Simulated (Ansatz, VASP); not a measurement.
# One calculation of AgBr, two programs

```
Ag Br
1.0
     0.00000    2.92045    2.92045
     2.92045    0.00000    2.92045
     2.92045    2.92045    0.00000
Ag Br
1 1
Direct
  0.00000 0.00000 0.00000
  0.50000 0.50000 0.50000
```

Alike in both runs: functional PBE; k mesh 13 × 13 × 13; occupations fermi-dirac, width 0.03 eV; no spin polarisation.

Ansatz relaxed the structure, and its values are those at the end. VASP's run is a single point on that final structure, the one shown.

```csv
,VASP,Ansatz
version,VASP 6.6.1,Ansatz 0.2.0
potentials or method,"VASP PAW PBE potentials, release 64 (Ag, Br)","PAW with Ansatz's default frozen-core files, scalar-relativistic"
plane-wave cutoff (eV),500,420
valence electrons in the cell,18,26
```

|  | VASP | Ansatz | Ansatz less VASP |
| --- | --- | --- | --- |
| pressure (GPa) | 0.0 | 0.0 | +0.03 |

VASP's potentials hold 18 valence electrons a cell and Ansatz's 26, so a difference there can come from the potentials and not from the codes.
